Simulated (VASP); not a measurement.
The system is GaAs (rocksalt type).

```
CELL_PARAMETERS angstrom
0.00000 2.50942 2.50942
2.50942 0.00000 2.50942
2.50942 2.50942 0.00000
ATOMIC_POSITIONS crystal
Ga 0.00000 0.00000 0.00000
As 0.50000 0.50000 0.50000
```

* Program: VASP 6.6.1
* Task: relaxation of cell and atoms
* Functional: LDA
* Potentials or basis: VASP PAW LDA potentials, release 64 (Ga_d, As)
* Cutoff: 600 eV
* k mesh: 13 × 13 × 13
* Occupations: fermi-dirac, width 0.1 eV
* Spin: no spin polarisation

At the start: pressure 17.5 GPa; volume 15.80 Å³/atom.

Q: Where does the relaxation end?

A: Over 22 steps the energy falls by 116.7 meV/atom and the volume is 18.24 Å³/atom (+15.4 %); space group Fm-3m (No. 225, to 0.1 Å) before and after.

Step by step:
```
step  energy change (eV)  largest force (eV/Å)  pressure (GPa)  volume (Å³)
   1              0.0000                0.0000           17.53        31.60
   2             -0.1487                0.0000           -6.73        40.19
   3             -0.2334                0.0000           -0.08        36.50
   4             -0.2334                0.0000            0.18        36.40
   5             -0.2334                0.0000            0.21        36.40
   6             -0.2334                0.0000            0.14        36.41
   7             -0.2334                0.0000            0.18        36.41
   8             -0.2334                0.0000            0.19        36.41
   9             -0.2334                0.0000            0.19        36.41
  10             -0.2334                0.0000            0.19        36.41
  11             -0.2334                0.0000            0.19        36.41
  12             -0.2334                0.0000            0.19        36.41
  13             -0.2334                0.0000            0.19        36.41
  14             -0.2334                0.0000            0.08        36.42
  15             -0.2334                0.0000            0.09        36.43
  16             -0.2334                0.0000            0.06        36.45
  17             -0.2334                0.0000           -0.06        36.50
  18             -0.2334                0.0000            0.05        36.47
  19             -0.2334                0.0000           -0.05        36.49
  20             -0.2334                0.0000            0.09        36.48
  21             -0.2334                0.0000           -0.04        36.48
  22             -0.2334                0.0000           -0.01        36.48
```

Final structure:
```
CELL_PARAMETERS angstrom
0.00000 2.63237 2.63237
2.63237 0.00000 2.63237
2.63237 2.63237 0.00000
ATOMIC_POSITIONS crystal
Ga 0.00000 0.00000 0.00000
As 0.50000 0.50000 0.50000
```

Caveat: the volume moved by over 15 % at a fixed basis, so the end points are rough.
